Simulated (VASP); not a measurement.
# I (Fmmm) in VASP: settings compared

The runs below take I through single point, relaxation of cell and atoms, with PBEsol, LDA.

Everything below comes from runs of VASP 6.6.1. Logs are shortened: lines on timing, memory, paths and dates and some standing lists are left out, and cuts for length are marked.

## Step 1: The cell of the first run

It takes space group Fmmm (No. 69, orthorhombic). The conventional cell has a = 4.384 Å, b = 4.731 Å, c = 7.820 Å, α = 90.00°, β = 90.00°, γ = 90.00°. Within 4.2 Å of I (site symmetry mmm) lie 4 I at 3.23 Å.

## Step 2: Single point, PBEsol, non-collinear spin, zero start, spin-orbit coupling

INCAR reads:

```
PREC = Accurate
ENCUT = 520
EDIFF = 1E-6
ISMEAR = -1
SIGMA = 0.05
LREAL = F
LASPH = T
NELM = 150
ALGO = Normal
ISIF = 2
LWAVE = F
LCHARG = F
MAGMOM = 0 0 0
LORBIT = 11
LSORBIT = T
GGA_COMPAT = F
LORBMOM = T
GGA = PS
NBANDS = 18
```

KPOINTS reads:

```
regular mesh
0
Gamma
  9 9 9
```

POSCAR reads:

```
I
1.0
    0.0000000000      2.3656004428      3.9098401324
    2.1922454667      0.0000000000      3.9098401324
    2.1922454667      2.3656004428      0.0000000000
I
1
Direct
    0.0000000000      0.0000000000      0.0000000000
```

Potentials or basis: VASP PAW PBE potentials, release 64 (I).

On the command line:

```sh
> cat potpaw_PBE.64/I/POTCAR > POTCAR
> mpirun -np 1 vasp_ncl > vasp.out
```

OUTCAR:

```text
PREC = Accurate
   ENCUT = 520
   EDIFF = 1E-6
   ISMEAR = -1
   LREAL = F
   LASPH = T
   NELM = 150
   ISIF = 2
   LORBIT = 11
   LSORBIT = T
   GGA = PS

 ion  position               nearest neighbor table
   1  0.000  0.000  0.000-

  LATTYP: Found a face centered orthorhombic cell.
 ALAT       =     4.3844909334
 B/A-ratio  =     1.0790764441
 C/A-ratio  =     1.7834864717

  Lattice vectors:

 A1 = (   0.0000000000,   2.3656004428,   3.9098401324)
 A2 = (   2.1922454667,   0.0000000000,   3.9098401324)
 A3 = (   2.1922454667,   2.3656004428,   0.0000000000)

Analysis of symmetry for initial positions (statically):
=====================================================================
 Subroutine PRICEL returns:
 Original cell was already a primitive cell.

 Routine SETGRP: Setting up the symmetry group for a
 face centered orthorhombic supercell.

 Subroutine GETGRP returns: Found  8 space group operations
 (whereof  8 operations were pure point group operations)
 out of a pool of  8 trial point group operations.

The static configuration has the point symmetry D_2h.

Analysis of symmetry for dynamics (positions and initial velocities):
=====================================================================
 Subroutine PRICEL returns:
 Original cell was already a primitive cell.

 Routine SETGRP: Setting up the symmetry group for a
 face centered orthorhombic supercell.

 Subroutine GETGRP returns: Found  8 space group operations
 (whereof  8 operations were pure point group operations)
 out of a pool of  8 trial point group operations.

The dynamic configuration has the point symmetry D_2h.

Analysis of structural, dynamic, and magnetic symmetry:
=====================================================================
 Subroutine PRICEL returns:
 Original cell was already a primitive cell.

 Routine SETGRP: Setting up the symmetry group for a
 face centered orthorhombic supercell.

 Subroutine GETGRP returns: Found  8 space group operations
 (whereof  8 operations were pure point group operations)
 out of a pool of  8 trial point group operations.

The overall configuration has the point symmetry D_2h.

 Subroutine INISYM returns: Found  8 space group operations
 (whereof  8 operations are pure point group operations),
 and found     1 'primitive' translations

----------------------------------------------------------------------------------------

                                     Primitive cell

  volume of cell :      40.5527

  direct lattice vectors                    reciprocal lattice vectors
     0.000000000  2.365600443  3.909840132    -0.228076649  0.211362828  0.127882467
     2.192245467  0.000000000  3.909840132     0.228076649 -0.211362828  0.127882467
     2.192245467  2.365600443  0.000000000     0.228076649  0.211362828 -0.127882467

  length of vectors
     4.569782852  4.482498193  3.225214046     0.336224818  0.336224818  0.336224818

  position of ions in fractional coordinates (direct lattice)
     0.000000000  0.000000000  0.000000000

  ion indices of the primitive-cell ions
   primitive index   ion index
                 1           1

----------------------------------------------------------------------------------------

 KPOINTS: regular mesh

Automatic generation of k-mesh.
 Grid dimensions read from file:
 generate k-points for:    9    9    9

 Generating k-lattice:

  Cartesian coordinates                     Fractional coordinates (reciprocal lattice)
    -0.025341850  0.023484759  0.014209163     0.111111111  0.000000000  0.000000000
     0.025341850 -0.023484759  0.014209163     0.000000000  0.111111111  0.000000000
     0.025341850  0.023484759 -0.014209163     0.000000000  0.000000000  0.111111111

  Length of vectors
     0.037358313  0.037358313  0.037358313

  Shift w.r.t. Gamma in fractional coordinates (k-lattice)
     0.000000000  0.000000000  0.000000000

 Subroutine IBZKPT returns following result:
 ===========================================

 Found    125 irreducible k-points:

 Following reciprocal coordinates:
            Coordinates               Weight
  0.000000  0.000000  0.000000      1.000000
  0.111111  0.000000  0.000000      8.000000
  0.222222  0.000000  0.000000      8.000000
  0.333333  0.000000  0.000000      8.000000
  0.444444  0.000000  0.000000      8.000000
  0.111111  0.111111  0.000000      2.000000
[... 16 lines left out ...]
 -0.333333  0.333333 -0.000000      4.000000
  0.444444  0.444444  0.000000      2.000000
 [... further k-points ...]
   k-points           NKPTS =    125   k-points in BZ     NKDIM =    125   number of bands    NBANDS=     18
   number of dos      NEDOS =    301   number of ions     NIONS =      1
   total plane-waves  NPLWV =  31104
   dimension x,y,z NGX =    36 NGY =   36 NGZ =   24
   dimension x,y,z NGXF=    72 NGYF=   72 NGZF=   48
   ions per type =               1
   NGX,Y,Z   is equivalent  to a cutoff of  13.10, 13.35, 12.37 a.u.
   NGXF,Y,Z  is equivalent  to a cutoff of  26.19, 26.70, 24.74 a.u.
 SYSTEM =  unknown system
   PREC   = accura    normal or accurate (medium, high low for compatibility)
   ISTART =      0    job   : 0-new  1-cont  2-samecut
   ICHARG =      2    charge: 1-file 2-atom 10-const
   ISPIN  =      1    spin polarized calculation?
   LNONCOLLINEAR =      T non collinear calculations
   LSORBIT =      T    spin-orbit coupling
   LASPH  =      T    aspherical Exc in radial PAW
   ENCUT  =  520.0 eV  38.22 Ry    6.18 a.u.   8.50  8.33  6.00*2*pi/ulx,y,z
   NELM   =    150;   NELMIN=  2; NELMDL= -5     # of ELM steps
   EDIFF  = 0.1E-05   stopping-criterion for ELM
   LREAL  =      F    real-space projection
   EDIFFG = 0.1E-04   stopping-criterion for IOM
   NSW    =      0    number of steps for IOM
   IBRION =     -1    ionic relax: 0-MD 1-quasi-New 2-CG
   NFREE  =      0    steps in history (QN), initial steepest desc. (CG)
   ISIF   =      2    stress and relaxation
   ISYM   =      2    0-nonsym 1-usesym 2-fastsym
   POTIM  = 0.5000    time-step for ionic-motion
   TEBEG  =    0.0;   TEEND  =   0.0 temperature during run
   PSTRESS=    0.0 pullay stress
   NELECT =       7.0000    total number of electrons
   NUPDOWN=      -1.0000    fix difference up-down
   EMIN   =  10.00;   EMAX   =-10.00  energy-range for DOS
   EFERMI =   0.00;   METHOD = LEGACY
   ISMEAR =    -1;   SIGMA  =   0.05  broadening in eV -4-tet -1-fermi 0-gaus
   EFERMI_NEDOS =   21; number of points for ismear=-14 and -15
   IALGO  =     38    algorithm
   IMIX   =      4    mixing-type and parameters
     AMIX     =   0.40;   BMIX     =  1.00
     AMIX_MAG =   1.60;   BMIX_MAG =  1.00
  volume/ion in A,a.u.               =      40.55       273.66
  Fermi-wavevector in a.u.,A,eV,Ry     =   0.911523  1.722529 11.304731  0.830874
  Thomas-Fermi vector in A             =   2.035812
   LORBIT       =     11    0 simple, 1 ext, 2 COOP (PROOUT), +10 PAW based schemes
   GGA     = PS    functional components
   LHFCALC =     F    Hartree Fock is set to
   AEXX    =    0.0000 exact exchange contribution
   IVDW    =     0    specifies the selected vdW correction
   LEPSILON=     F    determine dielectric tensor
   LRPA    =     F    only Hartree local field effects (RPA)
  energy-cutoff  :      520.00
  volume of cell :       40.55
 maximum number of plane-waves:      2218
 NGX is ok and might be reduce to    36
   NGX = 17   NGY = 17   NGZ = 11

 number of electron       7.0000000 magnetization       0.0000000      0.0000000      0.0000000

 number of electron       7.0000000 magnetization      -0.0000000     -0.0000000     -0.0000000

 number of electron       7.0000000 magnetization       0.0000000      0.0000000     -0.0000000

 number of electron       7.0000000 magnetization      -0.0000000     -0.0000000      0.0000000

 Free energy of the ion-electron system (eV)
  ---------------------------------------------------
  ext. energy  EPLUGINS =         0.00000000
  ---------------------------------------------------
  free energy    TOTEN  =        -1.84118817 eV

  energy without entropy =       -1.83579472  energy(sigma->0) =       -1.83849144

 E-fermi :   3.5373     XC(G=0):  -8.4376

 val. band max:        3.5188180541   @ k =  -0.1111   0.1111   0.1111
 cond. band min:       3.5735588665   @ k =  -0.4444   0.4444   0.1111
 fundamental gap:      0.0547408123
 Fermi energy:         3.5372864294

 k-point     1 :       0.0000    0.0000    0.0000
  band No.  band energies     occupation
      1     -10.4978      1.00000
      2     -10.4978      1.00000
      3       1.3255      1.00000
      4       1.3255      1.00000
      5       3.9367      0.00034
      6       3.9367      0.00034
[... 10 lines left out ...]
     17      15.6572      0.00000
     18      15.6584      0.00000

 k-point     2 :       0.1111    0.0000    0.0000
  band No.  band energies     occupation
      1     -10.3661      1.00000
      2     -10.3661      1.00000
      3       1.2979      1.00000
      4       1.2979      1.00000
      5       3.1609      0.99946
      6       3.1609      0.99946
[... 10 lines left out ...]
     17      15.7621      0.00000
     18      15.7621      0.00000

 k-point     3 :       0.2222    0.0000    0.0000
  band No.  band energies     occupation
      1      -9.9981      1.00000
      2      -9.9981      1.00000
      3       0.8600      1.00000
      4       0.8600      1.00000
      5       1.7066      1.00000
      6       1.7066      1.00000
[... 10 lines left out ...]
     17      16.1908      0.00000
     18      16.1908      0.00000

 k-point     4 :       0.3333    0.0000    0.0000
  band No.  band energies     occupation
      1      -9.4967      1.00000
      2      -9.4967      1.00000
      3      -0.6975      1.00000
      4      -0.6975      1.00000
      5       1.5692      1.00000
      6       1.5692      1.00000
[... 375 lines left out ...]
      4      -0.2156      1.00000
      5       1.0362      1.00000
      6       1.0362      1.00000
[... 10 lines left out ...]
     17      17.0726      0.00000
     18      17.0779      0.00000

 k-point    23 :      -0.3333    0.3333   -0.0000
  band No.  band energies     occupation
      1      -9.3669      1.00000
      2      -9.3669      1.00000
      3      -0.8088      1.00000
      4      -0.8088      1.00000
      5       0.5098      1.00000
      6       0.5098      1.00000
[... 10 lines left out ...]
     17      17.5312      0.00000
     18      17.5518      0.00000

 k-point    24 :       0.4444    0.4444    0.0000
  band No.  band energies     occupation
      1     -10.2529      1.00000
      2     -10.2529      1.00000
      3      -0.7174      1.00000
      4      -0.7174      1.00000
      5       3.6470      0.10035
      6       3.6470      0.10035
[... 10 lines left out ...]
     17      18.3047      0.00000
     18      18.3186      0.00000

 [... further k-points ...]
[... 5 lines left out ...]
  --------------------------------------------------------------------------------------
  -------------------------------------------------------------------------------------
  Total       -0.3120907     -0.2920833     -0.1140217      0.0000000      0.0000000      0.0000000
  in kB      -12.3302500    -11.5397836     -4.5048319      0.0000000      0.0000000      0.0000000
  external PRESSURE =      -9.4582885 kB  Pullay stress =       0.0000000 kB

 VOLUME and BASIS-vectors are now :
 -----------------------------------------------------------------------------
  energy-cutoff  :      520.00
  volume of cell :       40.55
      direct lattice vectors                 reciprocal lattice vectors
     0.000000000  2.365600443  3.909840132    -0.228076649  0.211362828  0.127882467
     2.192245467  0.000000000  3.909840132     0.228076649 -0.211362828  0.127882467
     2.192245467  2.365600443  0.000000000     0.228076649  0.211362828 -0.127882467

 POSITION                                       TOTAL-FORCE (eV/Angst)
 -----------------------------------------------------------------------------------
      0.00000      0.00000      0.00000         0.000000      0.000000     -0.000000
 -----------------------------------------------------------------------------------
    total drift:                               -0.000000      0.000000      0.000000

  FREE ENERGIE OF THE ION-ELECTRON SYSTEM (eV)
  ---------------------------------------------------
  free  energy   TOTEN  =        -1.8411881679 eV

  energy  without entropy=       -1.8357947158  energy(sigma->0) =       -1.83849144

 orbital moment (x)

 # of ion     p       d       tot
 ----------------------------------------
  1         0.000   0.000   0.000
 ----------------------------------------
            0.000   0.000   0.000

 orbital moment (y)

 # of ion     p       d       tot
 ----------------------------------------
  1         0.000   0.000   0.000
 ----------------------------------------
            0.000   0.000   0.000

 orbital moment (z)

 # of ion     p       d       tot
 ----------------------------------------
  1         0.000   0.000   0.000
 ----------------------------------------
            0.000   0.000   0.000

 Spin-Orbit-Coupling matrix elements

 Ion:    1  E_soc:     -0.3595465
 l=   1
     0.0000000    -0.0554292    -0.0703176
    -0.0554292     0.0000000    -0.0537638
    -0.0703176    -0.0537638     0.0000000
 l=   2
     0.0000000    -0.0000429     0.0000000    -0.0000430    -0.0001015
    -0.0000429     0.0000000    -0.0000436    -0.0000033     0.0000028
     0.0000000    -0.0000436     0.0000000    -0.0000408     0.0000000
    -0.0000430    -0.0000033    -0.0000408     0.0000000     0.0000097
    -0.0001015     0.0000028     0.0000000     0.0000097     0.0000000
 l=   3
     0.0000000     0.0000000     0.0000000     0.0000000     0.0000000     0.0000000     0.0000000
     0.0000000     0.0000000     0.0000000     0.0000000     0.0000000     0.0000000     0.0000000
     0.0000000     0.0000000     0.0000000     0.0000000     0.0000000     0.0000000     0.0000000
     0.0000000     0.0000000     0.0000000     0.0000000     0.0000000     0.0000000     0.0000000
     0.0000000     0.0000000     0.0000000     0.0000000     0.0000000     0.0000000     0.0000000
     0.0000000     0.0000000     0.0000000     0.0000000     0.0000000     0.0000000     0.0000000
     0.0000000     0.0000000     0.0000000     0.0000000     0.0000000     0.0000000     0.0000000

 total charge

# of ion       s       p       d       tot
------------------------------------------
    1        1.547   2.593   0.027   4.167

 magnetization (x)

# of ion       s       p       d       tot
------------------------------------------
    1        0.000   0.000   0.000   0.000

 magnetization (y)

# of ion       s       p       d       tot
------------------------------------------
    1       -0.000  -0.000  -0.000  -0.000

 magnetization (z)

# of ion       s       p       d       tot
------------------------------------------
    1        0.000   0.000   0.000   0.000
```

It took 75 s on 1 thread of Intel Xeon 6975P-C (Granite Rapids), shared host; peak memory 0.37 GiB.

What came out:

```
Free energy                                           : -1.8412 eV
Pressure                                              : -0.9 GPa
Net moment                                            : 0.00 μB per cell
Valence electrons inside the program's atomic spheres : I 4.17
```

Moments on the atoms (μB; x, y, z):
```
I   0.00 0.00 0.00
```

Caveat: the PAW data sets were made with another functional, which shifts forces and pressure a little.

## Step 3: Single point, PBEsol

This run uses another cell than the first one, of 37.41 Å³/atom.

INCAR reads:

```
SYSTEM = I
PREC     = Accurate       ! precision mode
ENCUT    = 520            ! plane-wave cutoff, eV
EDIFF    = 1E-7           ! SCF threshold, eV
ISMEAR   = -1             ! smearing method
SIGMA    = 0.05           ! smearing width, eV
LREAL    = .False.        ! projectors in reciprocal space
LASPH    = .True.         ! aspherical terms in the spheres
NELM     = 100            ! most SCF steps
ALGO     = Normal         ! electronic algorithm
ISIF     = 2              ! what is computed and relaxed
LWAVE    = .False.        ! write WAVECAR
LCHARG   = .True.         ! write CHGCAR
GGA      = PS             ! functional
LELF     = .True.         ! ELF
LVHAR    = .True.       
NBANDS   = 10             ! bands
```

KPOINTS reads:

```
Automatic mesh
0
Gamma
  9 9 9
  0 0 0
```

POSCAR reads:

```
I
1.0
    0.0000000000      2.3060547953      3.7231381703
    2.1786436672      0.0000000000      3.7231381703
    2.1786436672      2.3060547953      0.0000000000
I
1
Direct
    0.0000000000      0.0000000000      0.0000000000
```

Potentials or basis: VASP PAW PBE potentials, release 64 (I).

On the command line:

```sh
> cat potpaw_PBE.64/I/POTCAR > POTCAR
> mpirun -np 1 vasp_std > vasp.out
```

It took 22 s on 1 thread of Intel Xeon Platinum 8488C (Sapphire Rapids), shared host; peak memory 0.19 GiB.

Results (log left out):

* Free energy: -1.6678 eV
* Pressure: 0.0 GPa
* Band gap on the k mesh: zero (an odd number of electrons rules out a gap without spin polarisation)

Levels at points of the mesh, in eV from the Fermi level:
```
           k point  band 1  band 2  band 3  band 4  band 5  band 6  band 7  band 8  band 9
(0.00, 0.00, 0.00)  -14.28   -1.87    0.91    1.12    4.46    7.42    8.31   12.01   12.20
```

Caveat: the PAW data sets were made with another functional, which shifts forces and pressure a little; spin-orbit coupling is left out, which moves the levels of the heavy elements; an odd number of electrons without spin polarisation forces a metal; a magnetic or distorted state may lie lower.

[end of part 1 of 2]

The gap in the log of VASP goes by the Fermi energy; the results here count the filled bands.